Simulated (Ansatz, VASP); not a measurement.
**One calculation of MgO, two programs**

File INCAR:

```
SYSTEM = MgO
PREC     = Accurate       ! precision mode
ENCUT    = 520            ! plane-wave cutoff, eV
EDIFF    = 1E-6           ! SCF threshold, eV
ISMEAR   = 0              ! smearing method
SIGMA    = 0.05           ! smearing width, eV
LREAL    = .FALSE.        ! projectors in reciprocal space
LASPH    = .TRUE.         ! aspherical terms in the spheres
NELM     = 60             ! most SCF steps
ALGO     = Normal         ! electronic algorithm
ISIF     = 2              ! what is computed and relaxed
LWAVE    = .FALSE.        ! write WAVECAR
LCHARG   = .TRUE.         ! write CHGCAR
GGA      = PE             ! functional
LELF     = .TRUE.         ! ELF
LVHAR    = .TRUE.       
NBANDS   = 16             ! bands
```

The input KPOINTS:

```
Automatic mesh
0
G
  9 9 6
  0 0 0
```

POSCAR

```
MgO
1.0
    3.4284722802      0.0000000000      0.0000000000
   -1.7142361401      2.9691440908      0.0000000000
    0.0000000000      0.0000000000      4.4720992423
Mg O
2 2
Direct
    0.6666666667      0.3333333333      0.7500000000
    0.3333333333      0.6666666667      0.2500000000
    0.6666666667      0.3333333333      0.2500000000
    0.3333333333      0.6666666667      0.7500000000
```

Input for Ansatz:

```yaml
crystal:
  lattice:
    - [3.4284722802, 0.0, 0.0]
    - [-1.7142361401, 2.9691440908, 0.0]
    - [0.0, 0.0, 4.4720992423]
  atoms:
    - { symbol: Mg, position: [0.6666666667, 0.3333333333, 0.75] }
    - { symbol: Mg, position: [0.3333333333, 0.6666666667, 0.25] }
    - { symbol: O, position: [0.6666666667, 0.3333333333, 0.25] }
    - { symbol: O, position: [0.3333333333, 0.6666666667, 0.75] }
basis:
  ecutwfc: 520.0
kpoints:
  mp_grid: { grid: [9, 9, 6] }
hamiltonian:
  xc: pbe
  pseudopotentials: { kind: paw, azcp: { folder: soft_1 } }
scf:
  occupations: { method: gaussian, width: 0.05 }
output:
  forces: true
  stress: true
  eigenvalues: true
```

Alike in both runs: task single point; functional PBE; k mesh 9 × 9 × 6; occupations gaussian, width 0.05 eV; no spin polarisation.

|  | VASP | Ansatz |
| --- | --- | --- |
| version | VASP 6.6.1 | Ansatz 0.2.0 |
| potentials or method | VASP PAW PBE potentials, release 64 (Mg, O), cutoff 520 eV | scalar-relativistic, plane waves, PAW |
| valence electrons in the cell | 16 | 32 |

Ansatz gave:

| Quantity | Value |
| --- | --- |
| gap on the k mesh at the Fermi level (eV) | 3.18 |
| least direct gap on the mesh (eV) | 3.18 |
| pressure (GPa) | 1.2 |
| traceless stress, the component that is largest in VASP (GPa) | -7.17 |

Estimate VASP's values.

gap on the k mesh at the Fermi level (eV): 3.16; least direct gap on the mesh (eV): 3.16; pressure (GPa): 0.7; traceless stress, the component that is largest in VASP (GPa): -7.31.

VASP's potentials hold 16 valence electrons a cell and Ansatz's 32, so a difference there can come from the potentials and not from the codes.
